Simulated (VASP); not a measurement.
# Rh (Fm-3m) in VASP: single point with PBE

Aim: the single point of Rh with PBE.

Program: VASP 6.6.1. These are calculated values, not measurements. Logs are shortened: lines on timing, memory, paths and dates and some standing lists are left out, and cuts for length are marked.

### 1 The cell of the first run

It takes space group Fm-3m (No. 225, cubic). The conventional cell has a = 3.803 Å, b = 3.803 Å, c = 3.803 Å, α = 90.00°, β = 90.00°, γ = 90.00°. Rh (site symmetry m-3m) has 12 Rh at 2.69 Å within 3.5 Å.

### 2 Single point, PBE

Contents of INCAR:

```
ALGO     = Fast           # electronic algorithm
EDIFF    = 1E-6           # SCF threshold, eV
ENCUT    = 520            # plane-wave cutoff, eV
GGA      = PE             # functional
ISIF     = 2              # what is computed and relaxed
ISMEAR   = 0              # smearing method
LASPH    = T              # aspherical terms in the spheres
LCHARG   = F              # write CHGCAR
LREAL    = F              # projectors in reciprocal space
LWAVE    = F              # write WAVECAR
NBANDS   = 70             # bands
NELM     = 80             # most SCF steps
PREC     = Accurate       # precision mode
SIGMA    = 0.15           # smearing width, eV
```

Contents of KPOINTS:

```
k-points
0
Gamma
  12 12 12
```

Contents of POSCAR:

```
Rh
1.0
    0.0000000000     -3.8031000000     -3.8031000000
   -3.8031000000     -3.8031000000      0.0000000000
   -3.8031000000      0.0000000000     -3.8031000000
Rh
8
Direct
    0.5000000000      0.5000000000      0.5000000000
    0.5000000000      0.0000000000      0.5000000000
    0.5000000000      0.5000000000      0.0000000000
    0.5000000000      0.0000000000      0.0000000000
    0.0000000000      0.5000000000      0.5000000000
    0.0000000000      0.0000000000      0.5000000000
    0.0000000000      0.5000000000      0.0000000000
    0.0000000000      0.0000000000      0.0000000000
```

Potentials or basis: VASP PAW PBE potentials, release 64 (Rh_pv).

The run is started by

```
> cat potpaw_PBE.64/Rh_pv/POTCAR > POTCAR
> mpirun -np 1 vasp_std > vasp.out
```

OUTCAR:

```text
EDIFF = 1E-6
   ENCUT = 520
   GGA = PE
   ISIF = 2
   ISMEAR = 0
   LASPH = T
   LREAL = F
   NELM = 80
   PREC = Accurate

 ion  position               nearest neighbor table
   1  0.500  0.500  0.500-   2 2.69   3 2.69   5 2.69   3 2.69   4 2.69   7 2.69   2 2.69   4 2.69
                             6 2.69   5 2.69   6 2.69   7 2.69
   2  0.500  0.000  0.500-   1 2.69   4 2.69   6 2.69   3 2.69   4 2.69   8 2.69   1 2.69   3 2.69
                             5 2.69   5 2.69   6 2.69   8 2.69
   3  0.500  0.500  0.000-   1 2.69   4 2.69   7 2.69   1 2.69   2 2.69   5 2.69   2 2.69   4 2.69
                             8 2.69   5 2.69   7 2.69   8 2.69
   4  0.500  0.000  0.000-   2 2.69   3 2.69   8 2.69   1 2.69   2 2.69   6 2.69   1 2.69   3 2.69
                             7 2.69   6 2.69   7 2.69   8 2.69
   5  0.000  0.500  0.500-   1 2.69   6 2.69   7 2.69   3 2.69   7 2.69   8 2.69   2 2.69   6 2.69
                             8 2.69   1 2.69   2 2.69   3 2.69
   6  0.000  0.000  0.500-   2 2.69   5 2.69   8 2.69   4 2.69   7 2.69   8 2.69   1 2.69   5 2.69
                             7 2.69   1 2.69   2 2.69   4 2.69
   7  0.000  0.500  0.000-   3 2.69   5 2.69   8 2.69   1 2.69   5 2.69   6 2.69   4 2.69   6 2.69
                             8 2.69   1 2.69   3 2.69   4 2.69
   8  0.000  0.000  0.000-   4 2.69   6 2.69   7 2.69   2 2.69   5 2.69   6 2.69   3 2.69   5 2.69
                             7 2.69   2 2.69   3 2.69   4 2.69

  LATTYP: Found a face centered cubic cell.
 ALAT       =     7.6062000000

  Lattice vectors:

 A1 = (   0.0000000000,  -3.8031000000,  -3.8031000000)
 A2 = (  -3.8031000000,  -3.8031000000,   0.0000000000)
 A3 = (  -3.8031000000,   0.0000000000,  -3.8031000000)

Analysis of symmetry for initial positions (statically):
=====================================================================
 Subroutine PRICEL returns following result:

  LATTYP: Found a face centered cubic cell.
 ALAT       =     3.8031000000

  Lattice vectors:

 A1 = (   0.0000000000,  -1.9015500000,  -1.9015500000)
 A2 = (  -1.9015500000,  -1.9015500000,   0.0000000000)
 A3 = (  -1.9015500000,   0.0000000000,  -1.9015500000)

   8 primitive cells build up your supercell.

 Routine SETGRP: Setting up the symmetry group for a
 face centered cubic supercell.

 Subroutine GETGRP returns: Found 48 space group operations
 (whereof 48 operations were pure point group operations)
 out of a pool of 48 trial point group operations.

The static configuration has the point symmetry O_h .

Analysis of symmetry for dynamics (positions and initial velocities):
=====================================================================
 Subroutine PRICEL returns following result:

  LATTYP: Found a face centered cubic cell.
 ALAT       =     3.8031000000

  Lattice vectors:

 A1 = (   0.0000000000,  -1.9015500000,  -1.9015500000)
 A2 = (  -1.9015500000,  -1.9015500000,   0.0000000000)
 A3 = (  -1.9015500000,   0.0000000000,  -1.9015500000)

   8 primitive cells build up your supercell.

 Routine SETGRP: Setting up the symmetry group for a
 face centered cubic supercell.

 Subroutine GETGRP returns: Found 48 space group operations
 (whereof 48 operations were pure point group operations)
 out of a pool of 48 trial point group operations.

The dynamic configuration has the point symmetry O_h .

 Subroutine INISYM returns: Found 48 space group operations
 (whereof 48 operations are pure point group operations),
 and found     8 'primitive' translations

----------------------------------------------------------------------------------------

                                     Primitive cell

  volume of cell :      13.7516

  direct lattice vectors                    reciprocal lattice vectors
     0.000000000 -1.901550000 -1.901550000     0.262943388 -0.262943388 -0.262943388
    -1.901550000 -1.901550000  0.000000000    -0.262943388 -0.262943388  0.262943388
    -1.901550000  0.000000000 -1.901550000    -0.262943388  0.262943388 -0.262943388

  length of vectors
     2.689197800  2.689197800  2.689197800     0.455431308  0.455431308  0.455431308

  position of ions in fractional coordinates (direct lattice)
     0.000000000  0.000000000  0.000000000

  ion indices of the primitive-cell ions
   primitive index   ion index
                 1           1

----------------------------------------------------------------------------------------

 KPOINTS: k-points

Automatic generation of k-mesh.
 Grid dimensions read from file:
 generate k-points for:   12   12   12

 Generating k-lattice:

  Cartesian coordinates                     Fractional coordinates (reciprocal lattice)
     0.010955975 -0.010955975 -0.010955975     0.083333333  0.000000000  0.000000000
    -0.010955975 -0.010955975  0.010955975     0.000000000  0.083333333  0.000000000
    -0.010955975  0.010955975 -0.010955975     0.000000000  0.000000000  0.083333333

  Length of vectors
     0.018976305  0.018976305  0.018976305

  Shift w.r.t. Gamma in fractional coordinates (k-lattice)
     0.000000000  0.000000000  0.000000000

 Subroutine IBZKPT returns following result:
 ===========================================

 Found     72 irreducible k-points:

 Following reciprocal coordinates:
            Coordinates               Weight
  0.000000  0.000000  0.000000      1.000000
  0.083333  0.000000  0.000000      8.000000
  0.166667  0.000000  0.000000      8.000000
  0.250000  0.000000  0.000000      8.000000
  0.333333  0.000000  0.000000      8.000000
  0.416667  0.000000  0.000000      8.000000
[... 16 lines left out ...]
  0.500000  0.166667  0.000000     24.000000
 -0.416667  0.166667  0.000000     24.000000
 [... further k-points ...]
   k-points           NKPTS =     72   k-points in BZ     NKDIM =     72   number of bands    NBANDS=     70
   number of dos      NEDOS =    301   number of ions     NIONS =      8
   total plane-waves  NPLWV =  64000
   dimension x,y,z NGX =    40 NGY =   40 NGZ =   40
   dimension x,y,z NGXF=    80 NGYF=   80 NGZF=   80
   ions per type =               8
   NGX,Y,Z   is equivalent  to a cutoff of  12.36, 12.36, 12.36 a.u.
   NGXF,Y,Z  is equivalent  to a cutoff of  24.73, 24.73, 24.73 a.u.
 SYSTEM =  unknown system
   PREC   = accura    normal or accurate (medium, high low for compatibility)
   ISTART =      0    job   : 0-new  1-cont  2-samecut
   ICHARG =      2    charge: 1-file 2-atom 10-const
   ISPIN  =      1    spin polarized calculation?
   LNONCOLLINEAR =      F non collinear calculations
   LSORBIT =      F    spin-orbit coupling
   LASPH  =      T    aspherical Exc in radial PAW
   ENCUT  =  520.0 eV  38.22 Ry    6.18 a.u.  10.00 10.00 10.00*2*pi/ulx,y,z
   NELM   =     80;   NELMIN=  2; NELMDL= -5     # of ELM steps
   EDIFF  = 0.1E-05   stopping-criterion for ELM
   LREAL  =      F    real-space projection
   EDIFFG = 0.1E-04   stopping-criterion for IOM
   NSW    =      0    number of steps for IOM
   IBRION =     -1    ionic relax: 0-MD 1-quasi-New 2-CG
   NFREE  =      0    steps in history (QN), initial steepest desc. (CG)
   ISIF   =      2    stress and relaxation
   ISYM   =      2    0-nonsym 1-usesym 2-fastsym
   POTIM  = 0.5000    time-step for ionic-motion
   TEBEG  =    0.0;   TEEND  =   0.0 temperature during run
   PSTRESS=    0.0 pullay stress
   NELECT =     120.0000    total number of electrons
   NUPDOWN=      -1.0000    fix difference up-down
   EMIN   =  10.00;   EMAX   =-10.00  energy-range for DOS
   EFERMI =   0.00;   METHOD = LEGACY
   ISMEAR =     0;   SIGMA  =   0.15  broadening in eV -4-tet -1-fermi 0-gaus
   EFERMI_NEDOS =   21; number of points for ismear=-14 and -15
   IALGO  =     68    algorithm
   IMIX   =      4    mixing-type and parameters
     AMIX     =   0.40;   BMIX     =  1.00
     AMIX_MAG =   1.60;   BMIX_MAG =  1.00
  volume/ion in A,a.u.               =      13.75        92.80
  Fermi-wavevector in a.u.,A,eV,Ry     =   1.685211  3.184586 38.639656  2.839935
  Thomas-Fermi vector in A             =   2.768095
   LORBIT       =      0    0 simple, 1 ext, 2 COOP (PROOUT), +10 PAW based schemes
   GGA     = PE    functional components
   LHFCALC =     F    Hartree Fock is set to
   AEXX    =    0.0000 exact exchange contribution
   IVDW    =     0    specifies the selected vdW correction
   LEPSILON=     F    determine dielectric tensor
   LRPA    =     F    only Hartree local field effects (RPA)
 non-spin polarized calculation
 RMM-DIIS sequential band-by-band and
 Gauss-broadening in eV      SIGMA  =   0.15
  energy-cutoff  :      520.00
  volume of cell :      110.01
 maximum number of plane-waves:      2996
   NGX = 21   NGY = 21   NGZ = 21

 number of electron     120.0000055 magnetization

 Free energy of the ion-electron system (eV)
  ---------------------------------------------------
  ext. energy  EPLUGINS =         0.00000000
  ---------------------------------------------------
  free energy    TOTEN  =       -58.08516891 eV

  energy without entropy =      -57.97197385  energy(sigma->0) =      -58.02857138

 E-fermi :  11.8928     XC(G=0): -14.0309

 val. band max:       11.8828556377   @ k =   0.5000   0.2500   0.0000
 cond. band min:      11.8956368647   @ k =   0.3333   0.1667   0.0833
 fundamental gap:      0.0127812269
 Fermi energy:        11.8928059769

 k-point     1 :       0.0000    0.0000    0.0000
  band No.  band energies     occupation
      1     -35.2143      2.00000
      2     -35.2143      2.00000
      3     -35.2143      2.00000
      4     -35.2143      2.00000
      5     -35.1715      2.00000
      6     -35.1715      2.00000
[... 62 lines left out ...]
     69      12.8828      0.00000
     70      15.1634      0.00000

 k-point     2 :       0.0833    0.0000    0.0000
  band No.  band energies     occupation
      1     -35.2090      2.00000
      2     -35.2090      2.00000
      3     -35.2090      2.00000
      4     -35.2023      2.00000
      5     -35.1654      2.00000
      6     -35.1654      2.00000
[... 1598 lines left out ...]
 k-point    24 :      -0.4167    0.1667    0.0000
  band No.  band energies     occupation
      1     -35.0844      2.00000
      2     -35.0844      2.00000
      3     -35.0646      2.00000
      4     -35.0620      2.00000
      5     -35.0620      2.00000
      6     -35.0433      2.00000
[... 62 lines left out ...]
     69      15.3610      0.00000
     70      17.6692      0.00000

 [... further k-points ...]
[... 5 lines left out ...]
  --------------------------------------------------------------------------------------
  -------------------------------------------------------------------------------------
  Total        4.0090648      4.0090648      4.0090648      0.0000000     -0.0000000      0.0000000
  in kB       58.3862285     58.3862285     58.3862285      0.0000000     -0.0000000      0.0000000
  external PRESSURE =      58.3862285 kB  Pullay stress =       0.0000000 kB

 VOLUME and BASIS-vectors are now :
 -----------------------------------------------------------------------------
  energy-cutoff  :      520.00
  volume of cell :      110.01
      direct lattice vectors                 reciprocal lattice vectors
     0.000000000 -3.803100000 -3.803100000     0.131471694 -0.131471694 -0.131471694
    -3.803100000 -3.803100000  0.000000000    -0.131471694 -0.131471694  0.131471694
    -3.803100000  0.000000000 -3.803100000    -0.131471694  0.131471694 -0.131471694

 POSITION                                       TOTAL-FORCE (eV/Angst)
 -----------------------------------------------------------------------------------
     -3.80310     -3.80310     -3.80310        -0.000000      0.000000     -0.000000
     -1.90155     -1.90155     -3.80310        -0.000000      0.000000     -0.000000
     -1.90155     -3.80310     -1.90155         0.000000     -0.000000     -0.000000
      0.00000     -1.90155     -1.90155        -0.000000      0.000000      0.000000
     -3.80310     -1.90155     -1.90155         0.000000     -0.000000      0.000000
     -1.90155      0.00000     -1.90155         0.000000      0.000000     -0.000000
     -1.90155     -1.90155      0.00000        -0.000000     -0.000000      0.000000
      0.00000      0.00000      0.00000         0.000000     -0.000000      0.000000
 -----------------------------------------------------------------------------------
    total drift:                               -0.000000     -0.000000      0.000000

  FREE ENERGIE OF THE ION-ELECTRON SYSTEM (eV)
  ---------------------------------------------------
  free  energy   TOTEN  =       -58.0851689134 eV

  energy  without entropy=      -57.9719738473  energy(sigma->0) =      -58.02857138
```

It took 14 min on 1 thread of Oxide Virtual Turin-like, shared host; peak memory 0.45 GiB.

What came out:

* Free energy: -58.0852 eV
* Pressure: 5.8 GPa
* Band gap on the k mesh: zero (bands 60 and 61 overlap by 1.83 eV)

Caveat: the cell stands under pressure.
